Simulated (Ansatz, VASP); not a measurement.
**MgO in VASP and in Ansatz**

The input INCAR:

```
  PREC = Accurate
  ENCUT = 600
  EDIFF = 1E-6
  ISMEAR = 0
  SIGMA = 0.01
  LREAL = False
  LASPH = True
  NELM = 120
  ALGO = Normal
  ISIF = 2
  LWAVE = False
  LCHARG = True
  GGA = RE
  LELF = True
  LVHAR = True
  NBANDS = 11
  GGA_COMPAT = False
```

File KPOINTS:

```
Automatic mesh
0
Gamma
  8 8 8
```

Contents of POSCAR:

```
MgO
1.0
    0.0000000000      2.1632905701      2.1632905701
    2.1632905701      0.0000000000      2.1632905701
    2.1632905701      2.1632905701      0.0000000000
Mg O
1 1
Direct
    0.0000000000      0.0000000000      0.0000000000
    0.5000000000      0.5000000000      0.5000000000
```

Input for Ansatz:

```yaml
crystal:
  lattice:
    - [0.0, 2.1632905701406893, 2.1632905701406893]
    - [2.1632905701406893, 0.0, 2.1632905701406893]
    - [2.1632905701406893, 2.1632905701406893, 0.0]
  atoms:
    - { symbol: Mg, position: [0.0, 0.0, 0.0] }
    - { symbol: O, position: [0.5, 0.5, 0.5] }
accuracy: medium
kpoints:
  mp_grid:
    grid: [8, 8, 8]
hamiltonian:
  xc: revpbe
  pseudopotentials:
    kind: nc
scf:
  n_extra_bands: 4
  occupations:
    method: fixed
output:
  stress: true
```

Alike in both runs: task single point; functional revPBE; k mesh 8 × 8 × 8; no spin polarisation.

|  | VASP | Ansatz |
| --- | --- | --- |
| version | VASP 6.6.1 | Ansatz 0.2.0 |
| potentials or method | VASP PAW PBE potentials, release 64 (Mg, O) | plane waves, norm-conserving potentials |
| plane-wave cutoff (eV) | 600 | 1240 |
| occupations | gaussian, width 0.01 eV | fixed |
| valence electrons in the cell | 8 | 16 |

VASP gave:

| Property | Result |
| --- | --- |
| pressure (GPa) | -4.6 |

Question: Which values does Ansatz return?

Answer: Pressure (GPa): -3.6.

VASP's potentials were made for PBE, not for revPBE. VASP's potentials hold 8 valence electrons a cell and Ansatz's 16, so a difference there can come from the potentials and not from the codes.
